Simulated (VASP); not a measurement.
# Pt (Fm-3m) in VASP: further runs

Pt is run at these levels: LDA; tasks: single point.

Program: VASP 6.6.1. These are calculated values, not measurements. Logs are shortened: lines on timing, memory, paths and dates and some standing lists are left out, and cuts for length are marked.

## 1. The cell of the first run

The structure is cubic, space group Fm-3m (No. 225). The conventional cell has a = 3.190 Å, b = 3.190 Å, c = 3.190 Å, α = 90.00°, β = 90.00°, γ = 90.00°. Within 3.0 Å of Pt (site symmetry m-3m) lie 12 Pt at 2.26 Å.

## 2. Single point, LDA (volume scaled by 0.55)

Contents of INCAR:

```
SYSTEM = Pt
ALGO = Normal
EDIFF = 1E-6
ENCUT = 520
ISIF = 2
ISMEAR = -1
LASPH = .True.
LCHARG = .False.
LREAL = .False.
LWAVE = .False.
NBANDS = 11
NELM = 60
PREC = Accurate
SIGMA = 0.05
```

Contents of KPOINTS:

```
k-points
0
Gamma
  17 17 17
  0 0 0
```

Contents of POSCAR:

```
Pt
1.0
    0.0000000000      1.5951540862      1.5951540862
    1.5951540862      0.0000000000      1.5951540862
    1.5951540862      1.5951540862      0.0000000000
Pt
1
Direct
    0.0000000000      0.0000000000      0.0000000000
```

Potentials or basis: VASP PAW LDA potentials, release 64 (Pt).

Command:

```
cat potpaw_LDA.64/Pt/POTCAR > POTCAR
mpirun -np 1 vasp_std > vasp.out
```

OUTCAR:

```text
SYSTEM = Pt
   EDIFF = 1E-6
   ENCUT = 520
   ISIF = 2
   ISMEAR = -1
   LASPH = .True.
   LREAL = .False.
   NELM = 60
   PREC = Accurate

 ion  position               nearest neighbor table
   1  0.000  0.000  0.000-

  LATTYP: Found a face centered cubic cell.
 ALAT       =     3.1903081724

  Lattice vectors:

 A1 = (   0.0000000000,   1.5951540862,   1.5951540862)
 A2 = (   1.5951540862,   0.0000000000,   1.5951540862)
 A3 = (   1.5951540862,   1.5951540862,   0.0000000000)

Analysis of symmetry for initial positions (statically):
=====================================================================
 Subroutine PRICEL returns:
 Original cell was already a primitive cell.

 Routine SETGRP: Setting up the symmetry group for a
 face centered cubic supercell.

 Subroutine GETGRP returns: Found 48 space group operations
 (whereof 48 operations were pure point group operations)
 out of a pool of 48 trial point group operations.

The static configuration has the point symmetry O_h .

Analysis of symmetry for dynamics (positions and initial velocities):
=====================================================================
 Subroutine PRICEL returns:
 Original cell was already a primitive cell.

 Routine SETGRP: Setting up the symmetry group for a
 face centered cubic supercell.

 Subroutine GETGRP returns: Found 48 space group operations
 (whereof 48 operations were pure point group operations)
 out of a pool of 48 trial point group operations.

The dynamic configuration has the point symmetry O_h .

 Subroutine INISYM returns: Found 48 space group operations
 (whereof 48 operations are pure point group operations),
 and found     1 'primitive' translations

----------------------------------------------------------------------------------------

                                     Primitive cell

  volume of cell :       8.1178

  direct lattice vectors                    reciprocal lattice vectors
     0.000000000  1.595154086  1.595154086    -0.313449343  0.313449343  0.313449343
     1.595154086  0.000000000  1.595154086     0.313449343 -0.313449343  0.313449343
     1.595154086  1.595154086  0.000000000     0.313449343  0.313449343 -0.313449343

  length of vectors
     2.255888543  2.255888543  2.255888543     0.542910187  0.542910187  0.542910187

  position of ions in fractional coordinates (direct lattice)
     0.000000000  0.000000000  0.000000000

  ion indices of the primitive-cell ions
   primitive index   ion index
                 1           1

----------------------------------------------------------------------------------------

 KPOINTS: k-points

Automatic generation of k-mesh.
 Grid dimensions read from file:
 generate k-points for:   17   17   17

 Generating k-lattice:

  Cartesian coordinates                     Fractional coordinates (reciprocal lattice)
    -0.018438197  0.018438197  0.018438197     0.058823529  0.000000000  0.000000000
     0.018438197 -0.018438197  0.018438197     0.000000000  0.058823529  0.000000000
     0.018438197  0.018438197 -0.018438197     0.000000000  0.000000000  0.058823529

  Length of vectors
     0.031935893  0.031935893  0.031935893

  Shift w.r.t. Gamma in fractional coordinates (k-lattice)
     0.000000000  0.000000000  0.000000000

 Subroutine IBZKPT returns following result:
 ===========================================

 Found    165 irreducible k-points:

 Following reciprocal coordinates:
            Coordinates               Weight
  0.000000  0.000000  0.000000      1.000000
  0.058824  0.000000  0.000000      8.000000
  0.117647  0.000000  0.000000      8.000000
  0.176471  0.000000  0.000000      8.000000
  0.235294  0.000000  0.000000      8.000000
  0.294118  0.000000  0.000000      8.000000
[... 16 lines left out ...]
 -0.176471  0.058824  0.000000     24.000000
 -0.117647  0.058824  0.000000     24.000000
 [... further k-points ...]
   k-points           NKPTS =    165   k-points in BZ     NKDIM =    165   number of bands    NBANDS=     11
   number of dos      NEDOS =    301   number of ions     NIONS =      1
   total plane-waves  NPLWV =   5832
   dimension x,y,z NGX =    18 NGY =   18 NGZ =   18
   dimension x,y,z NGXF=    36 NGYF=   36 NGZF=   36
   ions per type =               1
   NGX,Y,Z   is equivalent  to a cutoff of  13.26, 13.26, 13.26 a.u.
   NGXF,Y,Z  is equivalent  to a cutoff of  26.53, 26.53, 26.53 a.u.
 SYSTEM =  Pt
   PREC   = accura    normal or accurate (medium, high low for compatibility)
   ISTART =      0    job   : 0-new  1-cont  2-samecut
   ICHARG =      2    charge: 1-file 2-atom 10-const
   ISPIN  =      1    spin polarized calculation?
   LNONCOLLINEAR =      F non collinear calculations
   LSORBIT =      F    spin-orbit coupling
   LASPH  =      T    aspherical Exc in radial PAW
   ENCUT  =  520.0 eV  38.22 Ry    6.18 a.u.   4.19  4.19  4.19*2*pi/ulx,y,z
   NELM   =     60;   NELMIN=  2; NELMDL= -5     # of ELM steps
   EDIFF  = 0.1E-05   stopping-criterion for ELM
   LREAL  =      F    real-space projection
   EDIFFG = 0.1E-04   stopping-criterion for IOM
   NSW    =      0    number of steps for IOM
   IBRION =     -1    ionic relax: 0-MD 1-quasi-New 2-CG
   NFREE  =      0    steps in history (QN), initial steepest desc. (CG)
   ISIF   =      2    stress and relaxation
   ISYM   =      2    0-nonsym 1-usesym 2-fastsym
   POTIM  = 0.5000    time-step for ionic-motion
   TEBEG  =    0.0;   TEEND  =   0.0 temperature during run
   PSTRESS=    0.0 pullay stress
   NELECT =      10.0000    total number of electrons
   NUPDOWN=      -1.0000    fix difference up-down
   EMIN   =  10.00;   EMAX   =-10.00  energy-range for DOS
   EFERMI =   0.00;   METHOD = LEGACY
   ISMEAR =    -1;   SIGMA  =   0.05  broadening in eV -4-tet -1-fermi 0-gaus
   EFERMI_NEDOS =   21; number of points for ismear=-14 and -15
   IALGO  =     38    algorithm
   IMIX   =      4    mixing-type and parameters
     AMIX     =   0.40;   BMIX     =  1.00
     AMIX_MAG =   1.60;   BMIX_MAG =  1.00
  volume/ion in A,a.u.               =       8.12        54.78
  Fermi-wavevector in a.u.,A,eV,Ry     =   1.754940  3.316355 41.903403  3.079813
  Thomas-Fermi vector in A             =   2.824782
   LORBIT       =      0    0 simple, 1 ext, 2 COOP (PROOUT), +10 PAW based schemes
   GGA     = CA    functional components
   LHFCALC =     F    Hartree Fock is set to
   AEXX    =    0.0000 exact exchange contribution
   IVDW    =     0    specifies the selected vdW correction
   LEPSILON=     F    determine dielectric tensor
   LRPA    =     F    only Hartree local field effects (RPA)
 non-spin polarized calculation
  energy-cutoff  :      520.00
  volume of cell :        8.12
 maximum number of plane-waves:       229
 NGX is ok and might be reduce to    18
   NGX =  9   NGY =  9   NGZ =  9

 number of electron      10.0000000 magnetization

 Free energy of the ion-electron system (eV)
  ---------------------------------------------------
  ext. energy  EPLUGINS =         0.00000000
  ---------------------------------------------------
  free energy    TOTEN  =         2.28322995 eV

  energy without entropy =        2.28795099  energy(sigma->0) =        2.28559047

 E-fermi :  28.1469     XC(G=0): -17.5024

 val. band max:       28.0922529087   @ k =  -0.4706   0.1765   0.0588
 cond. band min:      28.1607572770   @ k =  -0.3529   0.4118   0.0588
 fundamental gap:      0.0685043683
 Fermi energy:        28.1468857412

 k-point     1 :       0.0000    0.0000    0.0000
  band No.  band energies     occupation
      1       9.2967      2.00000
      2      18.0729      2.00000
      3      18.0729      2.00000
      4      18.0729      2.00000
      5      23.8357      2.00000
      6      23.8357      2.00000
      7      37.5827      0.00000
      8      46.7475      0.00000
      9      46.7475      0.00000
     10      46.7475      0.00000
     11      54.8218      0.00000

 k-point     2 :       0.0588    0.0000    0.0000
  band No.  band energies     occupation
      1       9.5854      2.00000
      2      17.8865      2.00000
      3      18.2050      2.00000
      4      18.2050      2.00000
      5      23.7014      2.00000
      6      23.7014      2.00000
      7      38.1372      0.00000
      8      45.8134      0.00000
      9      47.2728      0.00000
     10      47.2728      0.00000
     11      56.1052      0.00000

 k-point     3 :       0.1176    0.0000    0.0000
  band No.  band energies     occupation
      1      10.3744      2.00000
      2      17.4732      2.00000
      3      18.5433      2.00000
      4      18.5433      2.00000
      5      23.4093      2.00000
      6      23.4093      2.00000
      7      39.5843      0.00000
      8      44.1139      0.00000
      9      48.7826      0.00000
     10      48.7826      0.00000
     11      56.9507      0.00000

 k-point     4 :       0.1765    0.0000    0.0000
  band No.  band energies     occupation
      1      11.3763      2.00000
      2      17.2478      2.00000
      3      18.8869      2.00000
      4      18.8869      2.00000
      5      23.2770      2.00000
      6      23.2770      2.00000
      7      40.5450      0.00000
      8      43.6864      0.00000
      9      51.1191      0.00000
     10      51.1191      0.00000
     11      56.9467      0.00000

 k-point     5 :       0.2353    0.0000    0.0000
  band No.  band energies     occupation
      1      12.0322      2.00000
      2      17.8395      2.00000
      3      18.9407      2.00000
      4      18.9407      2.00000
      5      23.6984      2.00000
      6      23.6984      2.00000
      7      39.4940      0.00000
      8      45.9581      0.00000
      9      54.0835      0.00000
     10      54.0835      0.00000
     11      56.8411      0.00000
[... 211 lines left out ...]
 k-point    21 :      -0.2941    0.0588    0.0000
  band No.  band energies     occupation
      1      12.2293      2.00000
      2      18.3702      2.00000
      3      18.6648      2.00000
      4      19.7466      2.00000
      5      24.2458      2.00000
      6      26.6503      2.00000
      7      38.5286      0.00000
      8      48.2806      0.00000
      9      53.6230      0.00000
     10      56.0112      0.00000
     11      56.5196      0.00000

 k-point    22 :      -0.2353    0.0588    0.0000
  band No.  band energies     occupation
      1      12.3751      2.00000
      2      17.7738      2.00000
      3      18.9540      2.00000
      4      19.0364      2.00000
      5      23.0053      2.00000
      6      25.2369      2.00000
      7      39.6223      0.00000
      8      46.9301      0.00000
      9      53.6014      0.00000
     10      56.0518      0.00000
     11      56.4104      0.00000

 k-point    23 :      -0.1765    0.0588    0.0000
  band No.  band energies     occupation
      1      11.9218      2.00000
      2      16.9658      2.00000
      3      19.0976      2.00000
      4      19.1025      2.00000
      5      22.4461      2.00000
      6      24.2672      2.00000
      7      40.8617      0.00000
      8      44.3381      0.00000
      9      50.8819      0.00000
     10      53.3273      0.00000
     11      56.8590      0.00000

 k-point    24 :      -0.1176    0.0588    0.0000
  band No.  band energies     occupation
      1      10.9463      2.00000
      2      17.0847      2.00000
      3      18.7547      2.00000
      4      18.9166      2.00000
      5      22.6596      2.00000
      6      23.8780      2.00000
      7      40.6000      0.00000
      8      43.7208      0.00000
      9      48.6371      0.00000
     10      50.5784      0.00000
     11      56.9631      0.00000

 [... further k-points ...]

------------------------ aborting loop because EDIFF is reached ----------------------------------------

  FORCE on cell =-STRESS in cart. coord.  units (eV):
  Direction    XX          YY          ZZ          XY          YZ          ZX
  --------------------------------------------------------------------------------------
  -------------------------------------------------------------------------------------
  Total       42.6456128     42.6456128     42.6456128     -0.0000000     -0.0000000      0.0000000
  in kB     8416.8003174   8416.8003174   8416.8003174     -0.0000000     -0.0000000      0.0000000
  external PRESSURE =    8416.8003174 kB  Pullay stress =       0.0000000 kB

 VOLUME and BASIS-vectors are now :
 -----------------------------------------------------------------------------
  energy-cutoff  :      520.00
  volume of cell :        8.12
      direct lattice vectors                 reciprocal lattice vectors
     0.000000000  1.595154086  1.595154086    -0.313449343  0.313449343  0.313449343
     1.595154086  0.000000000  1.595154086     0.313449343 -0.313449343  0.313449343
     1.595154086  1.595154086  0.000000000     0.313449343  0.313449343 -0.313449343

 POSITION                                       TOTAL-FORCE (eV/Angst)
 -----------------------------------------------------------------------------------
      0.00000      0.00000      0.00000        -0.000000      0.000000      0.000000
 -----------------------------------------------------------------------------------
    total drift:                               -0.000000     -0.000000     -0.000000

  FREE ENERGIE OF THE ION-ELECTRON SYSTEM (eV)
  ---------------------------------------------------
  free  energy   TOTEN  =         2.2832299475 eV

  energy  without entropy=        2.2879509921  energy(sigma->0) =        2.28559047
```

Wall time 9.3 s (1 thread of Intel Xeon 6975P-C, shared host); peak memory 0.13 GiB.

The run converged, but its numbers aren't listed here, since they failed a check.

Caveat: spin-orbit coupling is left out, which moves the levels of the heavy elements.

(Continued in part 2 of 2.)
